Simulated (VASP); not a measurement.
# CdSe (R3m) in VASP: further runs, part 2 of 2

VASP 6.6.1. The steps go on from the part before.

### Step 5. Single point, PBE

This run uses another cell than the first one, of the same volume but with other edges.

Contents of INCAR:

```
SYSTEM = CdSe
ALGO     = Normal         ! electronic algorithm
EDIFF    = 1E-7           ! SCF threshold, eV
ENCUT    = 520            ! plane-wave cutoff, eV
GGA      = PE             ! functional
ISIF     = 2              ! what is computed and relaxed
ISMEAR   = 0              ! smearing method
LASPH    = .True.         ! aspherical terms in the spheres
LCHARG   = .True.         ! write CHGCAR
LELF     = .True.         ! ELF
LREAL    = .False.        ! projectors in reciprocal space
LVHAR    = .True.       
LWAVE    = .False.        ! write WAVECAR
NBANDS   = 16             ! bands
NELM     = 100            ! most SCF steps
PREC     = Accurate       ! precision mode
SIGMA    = 0.05           ! smearing width, eV
```

Contents of KPOINTS:

```
k-points
0
Gamma
  10 10 10
  0 0 0
```

Contents of POSCAR:

```
CdSe
1.0
    0.0000000000      3.0164989809      3.0164989809
    3.0164989809      0.0000000000      3.0164989809
    3.1848196240      3.1848196240     -0.1683206431
Cd Se
1 1
Direct
    0.0000000000      0.0000000000      0.0000000000
    0.7500000000      0.7500000000      0.7500000000
```

Potentials or basis: VASP PAW PBE potentials, release 64 (Cd, Se).

On the command line:

```sh
$ cat potpaw_PBE.64/Cd/POTCAR potpaw_PBE.64/Se/POTCAR > POTCAR
$ mpirun -np 1 vasp_std > vasp.out
```

OUTCAR:

```text
SYSTEM = CdSe
   EDIFF = 1E-7
   ENCUT = 520
   GGA = PE
   ISIF = 2
   ISMEAR = 0
   LASPH = .True.
   LREAL = .False.
   NELM = 100
   PREC = Accurate

 ion  position               nearest neighbor table
   1  0.000  0.000  0.000-   2 2.64   2 2.64   2 2.64   2 2.83
   2  0.750  0.750  0.750-   1 2.64   1 2.64   1 2.64   1 2.83

  LATTYP: Found a trigonal (rhomboedric) cell.
 ALAT       =     4.5071591844
 COS(alpha) =     0.5520798786

  Lattice vectors:

 A1 = (   3.1848196240,   0.1683206431,  -3.1848196240)
 A2 = (   0.1683206431,   3.1848196240,  -3.1848196240)
 A3 = (   3.1848196240,   3.1848196240,  -0.1683206431)

Analysis of symmetry for initial positions (statically):
=====================================================================
 Subroutine PRICEL returns:
 Original cell was already a primitive cell.

 Routine SETGRP: Setting up the symmetry group for a
 trigonal (rhombohedral) supercell.

 Subroutine GETGRP returns: Found  6 space group operations
 (whereof  6 operations were pure point group operations)
 out of a pool of 12 trial point group operations.

The static configuration has the point symmetry C_3v.

Analysis of symmetry for dynamics (positions and initial velocities):
=====================================================================
 Subroutine PRICEL returns:
 Original cell was already a primitive cell.

 Routine SETGRP: Setting up the symmetry group for a
 trigonal (rhombohedral) supercell.

 Subroutine GETGRP returns: Found  6 space group operations
 (whereof  6 operations were pure point group operations)
 out of a pool of 12 trial point group operations.

The dynamic configuration has the point symmetry C_3v.

 Subroutine INISYM returns: Found  6 space group operations
 (whereof  6 operations are pure point group operations),
[... 104 lines left out ...]
   POTIM  = 0.5000    time-step for ionic-motion
   TEBEG  =    0.0;   TEEND  =   0.0 temperature during run
   PSTRESS=    0.0 pullay stress
   NELECT =      18.0000    total number of electrons
   NUPDOWN=      -1.0000    fix difference up-down
   EMIN   =  10.00;   EMAX   =-10.00  energy-range for DOS
   EFERMI =   0.00;   METHOD = LEGACY
   ISMEAR =     0;   SIGMA  =   0.05  broadening in eV -4-tet -1-fermi 0-gaus
   EFERMI_NEDOS =   21; number of points for ismear=-14 and -15
   IALGO  =     38    algorithm
   IMIX   =      4    mixing-type and parameters
     AMIX     =   0.40;   BMIX     =  1.00
     AMIX_MAG =   1.60;   BMIX_MAG =  1.00
  volume/ion in A,a.u.               =      29.75       200.73
  Fermi-wavevector in a.u.,A,eV,Ry     =   1.099047  2.076897 16.434525  1.207904
  Thomas-Fermi vector in A             =   2.235435
   LORBIT       =      0    0 simple, 1 ext, 2 COOP (PROOUT), +10 PAW based schemes
   GGA     = PE    functional components
   LHFCALC =     F    Hartree Fock is set to
   AEXX    =    0.0000 exact exchange contribution
   IVDW    =     0    specifies the selected vdW correction
   LEPSILON=     F    determine dielectric tensor
   LRPA    =     F    only Hartree local field effects (RPA)
 non-spin polarized calculation
 Gauss-broadening in eV      SIGMA  =   0.05
  energy-cutoff  :      520.00
  volume of cell :       59.49
 maximum number of plane-waves:      1621
   NGX = 15   NGY = 15   NGZ = 17

 number of electron      18.0000005 magnetization

 Free energy of the ion-electron system (eV)
  ---------------------------------------------------
  ext. energy  EPLUGINS =         0.00000000
  ---------------------------------------------------
  free energy    TOTEN  =        -5.44341081 eV

  energy without entropy =       -5.44341081  energy(sigma->0) =       -5.44341081

 E-fermi :   0.8215     XC(G=0):  -8.6315

 val. band max:        0.6028462396   @ k =   0.0000   0.0000   0.0000
 cond. band min:       1.0502938399   @ k =   0.0000   0.0000   0.0000
 fundamental gap:      0.4474476003
 Fermi energy:         0.8215159558

 k-point     1 :       0.0000    0.0000    0.0000
  band No.  band energies     occupation
      1     -11.7988      2.00000
      2      -7.2844      2.00000
      3      -7.2844      2.00000
      4      -7.2175      2.00000
      5      -6.9413      2.00000
      6      -6.9413      2.00000
[... 433 lines left out ...]
      3      -7.0661      2.00000
      4      -7.0530      2.00000
      5      -6.9047      2.00000
      6      -6.7852      2.00000
[... 8 lines left out ...]
     15      12.4900      0.00000
     16      13.7379      0.00000

 [... further k-points ...]
[... 5 lines left out ...]
  --------------------------------------------------------------------------------------
  -------------------------------------------------------------------------------------
  Total        0.2651942      0.2651942      0.2651942     -0.6729144      0.6729144      0.6729144
  in kB        7.1421023      7.1421023      7.1421023    -18.1226532     18.1226532     18.1226532
  external PRESSURE =       7.1421023 kB  Pullay stress =       0.0000000 kB

 VOLUME and BASIS-vectors are now :
 -----------------------------------------------------------------------------
  energy-cutoff  :      520.00
  volume of cell :       59.49
      direct lattice vectors                 reciprocal lattice vectors
     0.000000000  3.016498981  3.016498981    -0.161487684  0.170022456  0.161487684
     3.016498981  0.000000000  3.016498981     0.170022456 -0.161487684  0.161487684
     3.184819624  3.184819624 -0.168320643     0.152952911  0.152952911 -0.152952911

 POSITION                                       TOTAL-FORCE (eV/Angst)
 -----------------------------------------------------------------------------------
      0.00000      0.00000      0.00000         0.200405      0.200405     -0.200405
      4.65099      4.65099      4.39851        -0.200405     -0.200405      0.200405
 -----------------------------------------------------------------------------------
    total drift:                                0.000015      0.000015     -0.000011

  FREE ENERGIE OF THE ION-ELECTRON SYSTEM (eV)
  ---------------------------------------------------
  free  energy   TOTEN  =        -5.4434108108 eV

  energy  without entropy=       -5.4434108108  energy(sigma->0) =       -5.44341081
```

OSZICAR:

```text
N       E                     dE             d eps       ncg     rms          rms(c)
DAV:   1     0.105416701134E+03    0.10542E+03   -0.86739E+03  3760   0.999E+02
DAV:   2    -0.168646741714E+01   -0.10710E+03   -0.10081E+03  4472   0.244E+02
DAV:   3    -0.581922428162E+01   -0.41328E+01   -0.41250E+01  4472   0.497E+01
DAV:   4    -0.583766552295E+01   -0.18441E-01   -0.18441E-01  4648   0.332E+00
DAV:   5    -0.583778692753E+01   -0.12140E-03   -0.12140E-03  4552   0.234E-01    0.568E+00
DAV:   6    -0.546332586681E+01    0.37446E+00   -0.56744E-01  5408   0.864E+00    0.454E+00
DAV:   7    -0.544225140835E+01    0.21074E-01   -0.14706E-01  4440   0.252E+00    0.198E+00
DAV:   8    -0.544308758788E+01   -0.83618E-03   -0.12792E-02  4232   0.135E+00    0.250E-01
DAV:   9    -0.544328464891E+01   -0.19706E-03   -0.14061E-03  4576   0.466E-01    0.489E-02
DAV:  10    -0.544335809452E+01   -0.73446E-04   -0.16016E-04  4672   0.150E-01    0.441E-02
DAV:  11    -0.544341062498E+01   -0.52530E-04   -0.86918E-05  4512   0.597E-02    0.179E-02
DAV:  12    -0.544341010861E+01    0.51637E-06   -0.26976E-06  4384   0.187E-02    0.543E-03
DAV:  13    -0.544341082143E+01   -0.71282E-06   -0.21005E-06  4440   0.742E-03    0.323E-03
DAV:  14    -0.544341081084E+01    0.10585E-07   -0.61551E-08  3728   0.153E-03
   1 F= -.54434108E+01 E0= -.54434108E+01  d E =-.301338E-12
```

Run time: 40 s. Hardware: 1 thread of Intel Xeon 6975P-C (Granite Rapids), shared host; peak memory 0.26 GiB.

What came out:

```yaml
Free_energy: -5.4434 eV
Pressure: 0.7 GPa
Largest_force: 0.347 eV/Å
Band_gap_on_the_k_mesh: 0.45 eV, direct
```

Forces in eV/Å, atoms in the order of the input:
```
Cd   0.200  0.200 -0.200
Se  -0.200 -0.200  0.200
```

Expect the measured gap to be larger: semilocal functionals such as PBE lack the derivative discontinuity.

### Step 6. Single point, PBE

This run uses another cell than the first one, of 31.33 Å³/atom, 1.053 times its volume.

Contents of INCAR:

```
SYSTEM = CdSe
PREC = Accurate
ENCUT = 520
EDIFF = 1E-7
ISMEAR = 0
SIGMA = 0.05
LREAL = .FALSE.
LASPH = .TRUE.
NELM = 80
ALGO = Normal
ISIF = 2
LWAVE = .FALSE.
LCHARG = .FALSE.
GGA = PE
NBANDS = 16
```

Contents of KPOINTS:

```
regular mesh
0
G
  10 10 10
  0 0 0
```

Contents of POSCAR:

```
CdSe
1.0
    0.0000000000      3.2818555126      3.2818555126
    3.2818555126      0.0000000000      3.2818555126
    3.0333096551      3.0333096551      0.2485458575
Cd Se
1 1
Direct
    0.0000000000      0.0000000000      0.0000000000
    0.7500000000      0.7500000000      0.7500000000
```

Potentials or basis: VASP PAW PBE potentials, release 64 (Cd, Se).

On the command line:

```sh
$ cat potpaw_PBE.64/Cd/POTCAR potpaw_PBE.64/Se/POTCAR > POTCAR
$ mpirun -np 1 vasp_std > vasp.out
```

OUTCAR:

```text
SYSTEM = CdSe
   PREC = Accurate
   ENCUT = 520
   EDIFF = 1E-7
   ISMEAR = 0
   LREAL = .FALSE.
   LASPH = .TRUE.
   NELM = 80
   ISIF = 2
   GGA = PE

 ion  position               nearest neighbor table
   1  0.000  0.000  0.000-   2 2.52   2 2.81   2 2.81   2 2.81
   2  0.750  0.750  0.750-   1 2.52   1 2.81   1 2.81   1 2.81

  LATTYP: Found a trigonal (rhomboedric) cell.
 ALAT       =     4.2969419324
 COS(alpha) =     0.4166624355

  Lattice vectors:

 A1 = (   3.0333096551,  -0.2485458575,  -3.0333096551)
 A2 = (  -0.2485458575,   3.0333096551,  -3.0333096551)
 A3 = (   3.0333096551,   3.0333096551,   0.2485458575)

Analysis of symmetry for initial positions (statically):
=====================================================================
 Subroutine PRICEL returns:
 Original cell was already a primitive cell.

 Routine SETGRP: Setting up the symmetry group for a
 trigonal (rhombohedral) supercell.

 Subroutine GETGRP returns: Found  6 space group operations
 (whereof  6 operations were pure point group operations)
 out of a pool of 12 trial point group operations.

The static configuration has the point symmetry C_3v.

Analysis of symmetry for dynamics (positions and initial velocities):
=====================================================================
 Subroutine PRICEL returns:
 Original cell was already a primitive cell.

 Routine SETGRP: Setting up the symmetry group for a
 trigonal (rhombohedral) supercell.

 Subroutine GETGRP returns: Found  6 space group operations
 (whereof  6 operations were pure point group operations)
 out of a pool of 12 trial point group operations.

The dynamic configuration has the point symmetry C_3v.

 Subroutine INISYM returns: Found  6 space group operations
 (whereof  6 operations are pure point group operations),
 and found     1 'primitive' translations

----------------------------------------------------------------------------------------

                                     Primitive cell

  volume of cell :      62.6640

  direct lattice vectors                    reciprocal lattice vectors
     0.000000000  3.281855513  3.281855513    -0.158861292  0.145844383  0.158861292
     3.281855513  0.000000000  3.281855513     0.145844383 -0.158861292  0.158861292
     3.033309655  3.033309655  0.248545857     0.171878201  0.171878201 -0.171878201

  length of vectors
     4.641244576  4.641244576  4.296941932     0.267851460  0.267851460  0.297701777

  position of ions in fractional coordinates (direct lattice)
     0.000000000  0.000000000  0.000000000
     0.750000000  0.750000000  0.750000000

  ion indices of the primitive-cell ions
   primitive index   ion index
                 1           1
                 2           2

----------------------------------------------------------------------------------------

 KPOINTS: regular mesh

Automatic generation of k-mesh.
 Grid dimensions read from file:
 generate k-points for:   10   10   10

 Generating k-lattice:

  Cartesian coordinates                     Fractional coordinates (reciprocal lattice)
    -0.015886129  0.014584438  0.015886129     0.100000000  0.000000000 -0.000000000
     0.014584438 -0.015886129  0.015886129     0.000000000  0.100000000 -0.000000000
     0.017187820  0.017187820 -0.017187820     0.000000000  0.000000000  0.100000000

  Length of vectors
     0.026785146  0.026785146  0.029770178

  Shift w.r.t. Gamma in fractional coordinates (k-lattice)
     0.000000000  0.000000000  0.000000000

 Subroutine IBZKPT returns following result:
 ===========================================

 Found    116 irreducible k-points:

 Following reciprocal coordinates:
            Coordinates               Weight
  0.000000  0.000000  0.000000      1.000000
  0.100000  0.000000  0.000000      6.000000
  0.200000  0.000000  0.000000      6.000000
  0.300000  0.000000 -0.000000      6.000000
  0.400000  0.000000  0.000000      6.000000
  0.500000  0.000000 -0.000000      3.000000
[... 16 lines left out ...]
  0.300000  0.300000  0.000000      6.000000
  0.400000  0.300000 -0.000000     12.000000
 [... further k-points ...]
   k-points           NKPTS =    116   k-points in BZ     NKDIM =    116   number of bands    NBANDS=     16
   number of dos      NEDOS =    301   number of ions     NIONS =      2
   total plane-waves  NPLWV =  41472
   dimension x,y,z NGX =    36 NGY =   36 NGZ =   32
   dimension x,y,z NGXF=    72 NGYF=   72 NGZF=   64
   ions per type =               1   1
   NGX,Y,Z   is equivalent  to a cutoff of  12.89, 12.89, 12.38 a.u.
   NGXF,Y,Z  is equivalent  to a cutoff of  25.79, 25.79, 24.76 a.u.
 SYSTEM =  CdSe
   PREC   = accura    normal or accurate (medium, high low for compatibility)
   ISTART =      0    job   : 0-new  1-cont  2-samecut
   ICHARG =      2    charge: 1-file 2-atom 10-const
   ISPIN  =      1    spin polarized calculation?
   LNONCOLLINEAR =      F non collinear calculations
   LSORBIT =      F    spin-orbit coupling
   LASPH  =      T    aspherical Exc in radial PAW
   ENCUT  =  520.0 eV  38.22 Ry    6.18 a.u.   8.63  8.63  7.99*2*pi/ulx,y,z
   NELM   =     80;   NELMIN=  2; NELMDL= -5     # of ELM steps
   EDIFF  = 0.1E-06   stopping-criterion for ELM
   LREAL  =      F    real-space projection
   EDIFFG = 0.1E-05   stopping-criterion for IOM
   NSW    =      0    number of steps for IOM
   IBRION =     -1    ionic relax: 0-MD 1-quasi-New 2-CG
   NFREE  =      0    steps in history (QN), initial steepest desc. (CG)
   ISIF   =      2    stress and relaxation
   ISYM   =      2    0-nonsym 1-usesym 2-fastsym
   POTIM  = 0.5000    time-step for ionic-motion
   TEBEG  =    0.0;   TEEND  =   0.0 temperature during run
   PSTRESS=    0.0 pullay stress
   NELECT =      18.0000    total number of electrons
   NUPDOWN=      -1.0000    fix difference up-down
   EMIN   =  10.00;   EMAX   =-10.00  energy-range for DOS
   EFERMI =   0.00;   METHOD = LEGACY
   ISMEAR =     0;   SIGMA  =   0.05  broadening in eV -4-tet -1-fermi 0-gaus
   EFERMI_NEDOS =   21; number of points for ismear=-14 and -15
   IALGO  =     38    algorithm
   IMIX   =      4    mixing-type and parameters
     AMIX     =   0.40;   BMIX     =  1.00
     AMIX_MAG =   1.60;   BMIX_MAG =  1.00
  volume/ion in A,a.u.               =      31.33       211.44
  Fermi-wavevector in a.u.,A,eV,Ry     =   1.080172  2.041229 15.874894  1.166772
  Thomas-Fermi vector in A             =   2.216156
   LORBIT       =      0    0 simple, 1 ext, 2 COOP (PROOUT), +10 PAW based schemes
   GGA     = PE    functional components
   LHFCALC =     F    Hartree Fock is set to
   AEXX    =    0.0000 exact exchange contribution
   IVDW    =     0    specifies the selected vdW correction
   LEPSILON=     F    determine dielectric tensor
   LRPA    =     F    only Hartree local field effects (RPA)
 non-spin polarized calculation
 Gauss-broadening in eV      SIGMA  =   0.05
  energy-cutoff  :      520.00
  volume of cell :       62.66
 maximum number of plane-waves:      1710
   NGX = 17   NGY = 17   NGZ = 15

 number of electron      17.9999998 magnetization

 Free energy of the ion-electron system (eV)
  ---------------------------------------------------
  ext. energy  EPLUGINS =         0.00000000
  ---------------------------------------------------
  free energy    TOTEN  =        -5.34557195 eV

  energy without entropy =       -5.34557195  energy(sigma->0) =       -5.34557195

 E-fermi :   0.3595     XC(G=0):  -8.3999

 val. band max:        0.1578162925   @ k =   0.1000   0.0000   0.0000
 cond. band min:       0.7019146556   @ k =   0.0000   0.0000   0.0000
 fundamental gap:      0.5440983632
 Fermi energy:         0.3595250630

 k-point     1 :       0.0000    0.0000    0.0000
  band No.  band energies     occupation
      1     -11.9496      2.00000
      2      -7.5916      2.00000
      3      -7.4962      2.00000
      4      -7.4962      2.00000
      5      -7.2429      2.00000
      6      -7.2429      2.00000
[... 8 lines left out ...]
     15      11.0977      0.00000
     16      11.0977      0.00000
[... 419 lines left out ...]
 k-point    24 :       0.4000    0.3000   -0.0000
  band No.  band energies     occupation
      1     -11.6494      2.00000
      2      -7.4340      2.00000
      3      -7.3817      2.00000
      4      -7.3107      2.00000
      5      -7.2198      2.00000
      6      -7.0989      2.00000
[... 8 lines left out ...]
     15      11.9193      0.00000
     16      12.9739      0.00000

 [... further k-points ...]
[... 5 lines left out ...]
  --------------------------------------------------------------------------------------
  -------------------------------------------------------------------------------------
  Total       -0.2947410     -0.2947410     -0.2947410      1.2279402     -1.2279402     -1.2279402
  in kB       -7.5358642     -7.5358642     -7.5358642     31.3956644    -31.3956644    -31.3956644
  external PRESSURE =      -7.5358642 kB  Pullay stress =       0.0000000 kB

 VOLUME and BASIS-vectors are now :
 -----------------------------------------------------------------------------
  energy-cutoff  :      520.00
  volume of cell :       62.66
      direct lattice vectors                 reciprocal lattice vectors
     0.000000000  3.281855513  3.281855513    -0.158861292  0.145844383  0.158861292
     3.281855513  0.000000000  3.281855513     0.145844383 -0.158861292  0.158861292
     3.033309655  3.033309655  0.248545857     0.171878201  0.171878201 -0.171878201

 POSITION                                       TOTAL-FORCE (eV/Angst)
 -----------------------------------------------------------------------------------
      0.00000      0.00000      0.00000        -0.511118     -0.511118      0.511118
      4.73637      4.73637      5.10919         0.511118      0.511118     -0.511118
 -----------------------------------------------------------------------------------
    total drift:                               -0.000113     -0.000113      0.000114

  FREE ENERGIE OF THE ION-ELECTRON SYSTEM (eV)
  ---------------------------------------------------
  free  energy   TOTEN  =        -5.3455719501 eV

  energy  without entropy=       -5.3455719501  energy(sigma->0) =       -5.34557195
```

Wall time 42 s (1 thread of Intel Xeon 6975P-C (Granite Rapids), shared host); peak memory 0.27 GiB.

Results:

```
Free energy            : -5.3456 eV
Pressure               : -0.8 GPa
Largest force          : 0.885 eV/Å
Band gap on the k mesh : 0.54 eV, indirect (least direct gap 0.61 eV)
```

Forces on the atoms (eV/Å):
```
Cd  -0.511 -0.511  0.511
Se   0.511  0.511 -0.511
```

Stress tensor (GPa, compression positive):
```
-0.75  3.14 -3.14
 3.14 -0.75 -3.14
-3.14 -3.14 -0.75
```

### Step 7. The runs side by side

```csv
cell,gap on the mesh (eV),pressure (GPa),largest force (eV/Å)
"a = 4.562, b = 4.562, c = 4.223 Å, angles 57.3, 57.3, 60.0°, 2 atoms",0.59,1.5,1.15
"a = 4.209, b = 4.209, c = 4.576 Å, angles 62.6, 62.6, 60.0°, 2 atoms",0.42,1.3,0.45
"a = 4.501, b = 4.501, c = 4.272 Å, angles 58.2, 58.2, 60.0°, 2 atoms",0.55,0.8,0.66
"a = 4.266, b = 4.266, c = 4.507 Å, angles 61.8, 61.8, 60.0°, 2 atoms",0.45,0.7,0.35
"a = 4.641, b = 4.641, c = 4.297 Å, angles 57.3, 57.3, 60.0°, 2 atoms",0.54,-0.8,0.89
```

Alike in all rows: task single point; level PBE; potentials or basis VASP PAW PBE potentials, release 64 (Cd, Se); no spin polarisation; k mesh 10 × 10 × 10; cutoff (eV) 520; smearing gaussian 0.05 eV.

Caveats: forces of over 1 eV/Å act on the atoms, so gaps and moduli don't describe the material at rest (some runs).

Absolute energies hang on the potentials; compare differences alone.
